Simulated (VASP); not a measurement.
# CeO2 (Fm-3m) in VASP: notebook

The runs below take CeO2 through single point, with PBE+U.

Everything below comes from runs of VASP 6.6.1. Logs are shortened: lines on timing, memory, paths and dates and some standing lists are left out, and cuts for length are marked.

## 1. The cell of the first run

It takes space group Fm-3m (No. 225, cubic). Conventional cell: a = 5.428 Å, b = 5.428 Å, c = 5.428 Å, α = 90.00°, β = 90.00°, γ = 90.00°. Within 3.1 Å of Ce (site symmetry m-3m) lie 8 O at 2.35 Å. O (site symmetry -43m) has 4 Ce at 2.35 Å and 6 O at 2.71 Å within 3.1 Å.

## 2. Single point, PBE+U

INCAR

```
PREC = Accurate
ENCUT = 520
EDIFF = 1E-7
ISMEAR = 0
SIGMA = 0.05
LREAL = F
LASPH = T
NELM = 150
ALGO = Normal
ISIF = 2
LWAVE = F
LCHARG = F
LMAXMIX = 6
LDAU = T
LDAUTYPE = 2
LDAUL = 3 -1
LDAUU = 5 0
LDAUJ = 0 0
LDAUPRINT = 1
GGA = PE
NBANDS = 19
```

KPOINTS

```
Automatic mesh
0
Gamma
  6 6 6
```

POSCAR

```
CeO2
1.0
    0.0000000000      2.7138479414      2.7138479414
    2.7138479414      0.0000000000      2.7138479414
    2.7138479414      2.7138479414      0.0000000000
Ce O
1 2
Direct
    0.0000000000      0.0000000000      0.0000000000
    0.2500000000      0.2500000000      0.2500000000
    0.7500000000      0.7500000000      0.7500000000
```

Potentials or basis: VASP PAW PBE potentials, release 64 (Ce, O).

Command:

```console
$ cat potpaw_PBE.64/Ce/POTCAR potpaw_PBE.64/O/POTCAR > POTCAR
$ mpirun -np 1 vasp_std > vasp.out
```

OUTCAR:

```text
PREC = Accurate
   ENCUT = 520
   EDIFF = 1E-7
   ISMEAR = 0
   LREAL = F
   LASPH = T
   NELM = 150
   ISIF = 2
   GGA = PE

 ion  position               nearest neighbor table
   1  0.000  0.000  0.000-   3 2.35   3 2.35   3 2.35   2 2.35   3 2.35   2 2.35   2 2.35   2 2.35

   2  0.250  0.250  0.250-   1 2.35   1 2.35   1 2.35   1 2.35
   3  0.750  0.750  0.750-   1 2.35   1 2.35   1 2.35   1 2.35

  LATTYP: Found a face centered cubic cell.
 ALAT       =     5.4276958828

  Lattice vectors:

 A1 = (   0.0000000000,   2.7138479414,   2.7138479414)
 A2 = (   2.7138479414,   0.0000000000,   2.7138479414)
 A3 = (   2.7138479414,   2.7138479414,   0.0000000000)

Analysis of symmetry for initial positions (statically):
=====================================================================
 Subroutine PRICEL returns:
 Original cell was already a primitive cell.

 Routine SETGRP: Setting up the symmetry group for a
 face centered cubic supercell.

 Subroutine GETGRP returns: Found 48 space group operations
 (whereof 48 operations were pure point group operations)
 out of a pool of 48 trial point group operations.

The static configuration has the point symmetry O_h .

Analysis of symmetry for dynamics (positions and initial velocities):
=====================================================================
 Subroutine PRICEL returns:
 Original cell was already a primitive cell.

 Routine SETGRP: Setting up the symmetry group for a
 face centered cubic supercell.

 Subroutine GETGRP returns: Found 48 space group operations
 (whereof 48 operations were pure point group operations)
 out of a pool of 48 trial point group operations.

The dynamic configuration has the point symmetry O_h .

 Subroutine INISYM returns: Found 48 space group operations
 (whereof 48 operations are pure point group operations),
 and found     1 'primitive' translations

----------------------------------------------------------------------------------------

                                     Primitive cell

  volume of cell :      39.9748

  direct lattice vectors                    reciprocal lattice vectors
     0.000000000  2.713847941  2.713847941    -0.184240241  0.184240241  0.184240241
     2.713847941  0.000000000  2.713847941     0.184240241 -0.184240241  0.184240241
     2.713847941  2.713847941  0.000000000     0.184240241  0.184240241 -0.184240241

  length of vectors
     3.837960565  3.837960565  3.837960565     0.319113459  0.319113459  0.319113459

  position of ions in fractional coordinates (direct lattice)
     0.000000000  0.000000000  0.000000000
     0.250000000  0.250000000  0.250000000
     0.750000000  0.750000000  0.750000000

  ion indices of the primitive-cell ions
   primitive index   ion index
                 1           1
                 2           2
                 3           3

----------------------------------------------------------------------------------------
[... 79 lines left out ...]
   IMIX   =      4    mixing-type and parameters
     AMIX     =   0.40;   BMIX     =  1.00
     AMIX_MAG =   1.60;   BMIX_MAG =  1.00
  volume/ion in A,a.u.               =      13.32        89.92
  Fermi-wavevector in a.u.,A,eV,Ry     =   1.381072  2.609848 25.951216  1.907361
  Thomas-Fermi vector in A             =   2.505891
   LORBIT       =      0    0 simple, 1 ext, 2 COOP (PROOUT), +10 PAW based schemes
 LDA+U is selected, type is set to LDAUTYPE =  2
   angular momentum for each species LDAUL =     3   -1
   U (eV)           for each species LDAUU =   5.0  0.0
   J (eV)           for each species LDAUJ =   0.0  0.0
   GGA     = PE    functional components
   LHFCALC =     F    Hartree Fock is set to
   AEXX    =    0.0000 exact exchange contribution
   IVDW    =     0    specifies the selected vdW correction
   LEPSILON=     F    determine dielectric tensor
   LRPA    =     F    only Hartree local field effects (RPA)
 non-spin polarized calculation
 Gauss-broadening in eV      SIGMA  =   0.05
  energy-cutoff  :      520.00
  volume of cell :       39.97
 maximum number of plane-waves:      1090
 NGX is ok and might be reduce to    30
   NGX = 15   NGY = 15   NGZ = 15

atom =   1  type =  1  l = 3

 onsite density matrix

spin component  1

  0.0398 -0.0000  0.0103  0.0000  0.0000  0.0000  0.0000
 -0.0000  0.1398 -0.0000  0.0000 -0.0000 -0.0000  0.0000
  0.0103 -0.0000  0.0345 -0.0000 -0.0000  0.0000  0.0000
  0.0000  0.0000 -0.0000  0.0478  0.0000 -0.0000 -0.0000
  0.0000 -0.0000 -0.0000  0.0000  0.0345  0.0000 -0.0103
  0.0000 -0.0000  0.0000 -0.0000  0.0000  0.0266  0.0000
  0.0000  0.0000  0.0000 -0.0000 -0.0103  0.0000  0.0398

spin component  2

  0.0398 -0.0000  0.0103  0.0000  0.0000  0.0000  0.0000
 -0.0000  0.1398 -0.0000  0.0000 -0.0000 -0.0000  0.0000
  0.0103 -0.0000  0.0345 -0.0000 -0.0000  0.0000  0.0000
  0.0000  0.0000 -0.0000  0.0478  0.0000 -0.0000 -0.0000
  0.0000 -0.0000 -0.0000  0.0000  0.0345  0.0000 -0.0103
  0.0000 -0.0000  0.0000 -0.0000  0.0000  0.0266  0.0000
  0.0000  0.0000  0.0000 -0.0000 -0.0103  0.0000  0.0398

 occupancies and eigenvectors

  o =  0.0266  v =  0.0003  0.0000 -0.0004  0.0000 -0.0006  1.0000 -0.0005  0.0000  0.0000  0.0000  0.0000  0.0000  0.0000  0.0000      0.0000  0.0000  0.0000  0.0000  0.0000  0.0000  0.0000  0.0000  0.0000  0.0000  0.0000  0.0000  0.0000  0.0000
  o =  0.0266  v =  0.0000  0.0000  0.0000  0.0000  0.0000  0.0000  0.0000  0.0003  0.0000 -0.0004  0.0000 -0.0006  1.0000 -0.0005      0.0000  0.0000  0.0000  0.0000  0.0000  0.0000  0.0000  0.0000  0.0000  0.0000  0.0000  0.0000  0.0000  0.0000
  o =  0.0266  v =  0.0086  0.0000 -0.0111  0.0000 -0.7905 -0.0008 -0.6123  0.0000  0.0000  0.0000  0.0000  0.0000  0.0000  0.0000      0.0000  0.0000  0.0000  0.0000  0.0000  0.0000  0.0000  0.0000  0.0000  0.0000  0.0000  0.0000  0.0000  0.0000
  o =  0.0266  v =  0.0000  0.0000  0.0000  0.0000  0.0000  0.0000  0.0000  0.0086  0.0000 -0.0111  0.0000 -0.7905 -0.0008 -0.6123      0.0000  0.0000  0.0000  0.0000  0.0000  0.0000  0.0000  0.0000  0.0000  0.0000  0.0000  0.0000  0.0000  0.0000
  o =  0.0266  v =  0.6123 -0.0000 -0.7905 -0.0000  0.0111 -0.0004  0.0086  0.0000  0.0000  0.0000  0.0000  0.0000  0.0000  0.0000      0.0000  0.0000  0.0000  0.0000  0.0000  0.0000  0.0000  0.0000  0.0000  0.0000  0.0000  0.0000  0.0000  0.0000
  o =  0.0266  v =  0.0000  0.0000  0.0000  0.0000  0.0000  0.0000  0.0000  0.6123 -0.0000 -0.7905 -0.0000  0.0111 -0.0004  0.0086      0.0000  0.0000  0.0000  0.0000  0.0000  0.0000  0.0000  0.0000  0.0000  0.0000  0.0000  0.0000  0.0000  0.0000
  o =  0.0478  v =  0.0000  0.0000  0.0000  0.0000  0.0000  0.0000  0.0000  0.0011 -0.0000  0.0009  0.0051 -0.6124 -0.0000  0.7906      0.0000  0.0000  0.0000  0.0000  0.0000  0.0000  0.0000  0.0000  0.0000  0.0000  0.0000  0.0000  0.0000  0.0000
  o =  0.0478  v =  0.0011 -0.0000  0.0009  0.0051 -0.6124 -0.0000  0.7906  0.0000  0.0000  0.0000  0.0000  0.0000  0.0000  0.0000      0.0000  0.0000  0.0000  0.0000  0.0000  0.0000  0.0000  0.0000  0.0000  0.0000  0.0000  0.0000  0.0000  0.0000
  o =  0.0478  v =  0.0000  0.0000  0.0000  0.0000  0.0000  0.0000  0.0000  0.7906  0.0000  0.6124  0.0006  0.0009  0.0000 -0.0011      0.0000  0.0000  0.0000  0.0000  0.0000  0.0000  0.0000  0.0000  0.0000  0.0000  0.0000  0.0000  0.0000  0.0000
  o =  0.0478  v =  0.7906  0.0000  0.6124  0.0006  0.0009  0.0000 -0.0011  0.0000  0.0000  0.0000  0.0000  0.0000  0.0000  0.0000      0.0000  0.0000  0.0000  0.0000  0.0000  0.0000  0.0000  0.0000  0.0000  0.0000  0.0000  0.0000  0.0000  0.0000
  o =  0.0478  v = -0.0005 -0.0000 -0.0004  1.0000  0.0031 -0.0000 -0.0040  0.0000  0.0000  0.0000  0.0000  0.0000  0.0000  0.0000      0.0000  0.0000  0.0000  0.0000  0.0000  0.0000  0.0000  0.0000  0.0000  0.0000  0.0000  0.0000  0.0000  0.0000
  o =  0.0478  v =  0.0000  0.0000  0.0000  0.0000  0.0000  0.0000  0.0000 -0.0005 -0.0000 -0.0004  1.0000  0.0031 -0.0000 -0.0040      0.0000  0.0000  0.0000  0.0000  0.0000  0.0000  0.0000  0.0000  0.0000  0.0000  0.0000  0.0000  0.0000  0.0000
  o =  0.1398  v =  0.0000  0.0000  0.0000  0.0000  0.0000  0.0000  0.0000 -0.0000  1.0000 -0.0000  0.0000 -0.0000  0.0000  0.0000      0.0000  0.0000  0.0000  0.0000  0.0000  0.0000  0.0000  0.0000  0.0000  0.0000  0.0000  0.0000  0.0000  0.0000
  o =  0.1398  v = -0.0000  1.0000 -0.0000  0.0000 -0.0000  0.0000  0.0000  0.0000  0.0000  0.0000  0.0000  0.0000  0.0000  0.0000      0.0000  0.0000  0.0000  0.0000  0.0000  0.0000  0.0000  0.0000  0.0000  0.0000  0.0000  0.0000  0.0000  0.0000

 number of electron      23.9999991 magnetization

 Free energy of the ion-electron system (eV)
  ---------------------------------------------------
  ext. energy  EPLUGINS =         0.00000000
  ---------------------------------------------------
  free energy    TOTEN  =       -24.28240489 eV

  energy without entropy =      -24.28240489  energy(sigma->0) =      -24.28240489

 E-fermi :   5.7511     XC(G=0): -11.3028

 val. band max:        5.4486535790   @ k =   0.5000   0.3333   0.1667
 cond. band min:       7.9643011951   @ k =   0.5000   0.0000   0.0000
 fundamental gap:      2.5156476161
 Fermi energy:         5.7510935396

 k-point     1 :       0.0000    0.0000    0.0000
  band No.  band energies     occupation
      1     -27.9271      2.00000
      2     -10.8523      2.00000
      3      -9.9425      2.00000
      4      -9.9425      2.00000
      5      -9.9425      2.00000
      6      -9.7747      2.00000
[... 329 lines left out ...]
      6      -7.1411      2.00000
[... 11 lines left out ...]
     18       8.6252      0.00000
     19       8.7600      0.00000

------------------------ aborting loop because EDIFF is reached ----------------------------------------

  FORCE on cell =-STRESS in cart. coord.  units (eV):
  Direction    XX          YY          ZZ          XY          YZ          ZX
  --------------------------------------------------------------------------------------
  -------------------------------------------------------------------------------------
  Total        2.0067670      2.0067670      2.0067670      0.0000000      0.0000000     -0.0000000
  in kB       80.4305440     80.4305440     80.4305440      0.0000000      0.0000000     -0.0000000
  external PRESSURE =      80.4305440 kB  Pullay stress =       0.0000000 kB

 VOLUME and BASIS-vectors are now :
 -----------------------------------------------------------------------------
  energy-cutoff  :      520.00
  volume of cell :       39.97
      direct lattice vectors                 reciprocal lattice vectors
     0.000000000  2.713847941  2.713847941    -0.184240241  0.184240241  0.184240241
     2.713847941  0.000000000  2.713847941     0.184240241 -0.184240241  0.184240241
     2.713847941  2.713847941  0.000000000     0.184240241  0.184240241 -0.184240241

 POSITION                                       TOTAL-FORCE (eV/Angst)
 -----------------------------------------------------------------------------------
      0.00000      0.00000      0.00000        -0.000000      0.000000      0.000000
      1.35692      1.35692      1.35692         0.000000      0.000000     -0.000000
      4.07077      4.07077      4.07077        -0.000000     -0.000000      0.000000
 -----------------------------------------------------------------------------------
    total drift:                                0.000000     -0.000000      0.000000

  FREE ENERGIE OF THE ION-ELECTRON SYSTEM (eV)
  ---------------------------------------------------
  free  energy   TOTEN  =       -24.2824048865 eV

  energy  without entropy=      -24.2824048865  energy(sigma->0) =      -24.28240489
```

Run time: 60 s. Hardware: 1 thread of Intel Xeon 8259CL, shared host; peak memory 0.18 GiB.

What came out:

| Property | Result |
| --- | --- |
| Free energy | -24.2824 eV |
| Pressure | 8.0 GPa |
| Band gap on the k mesh | 2.52 eV (least direct gap 2.67 eV) |

Eigenvalues of the final occupation matrices:
```
    site  spin  trace                         eigenvalues
site 1 f     1   0.36  0.03 0.03 0.03 0.05 0.05 0.05 0.14
site 1 f     2   0.36  0.03 0.03 0.03 0.05 0.05 0.05 0.14
```

Caveat: the cell stands under pressure; spin-orbit coupling is left out, which moves the levels of the heavy elements. Spin polarisation is off, so any magnetic state and its effect on volume and gap are missing.

(Continued in part 2 of 3.)
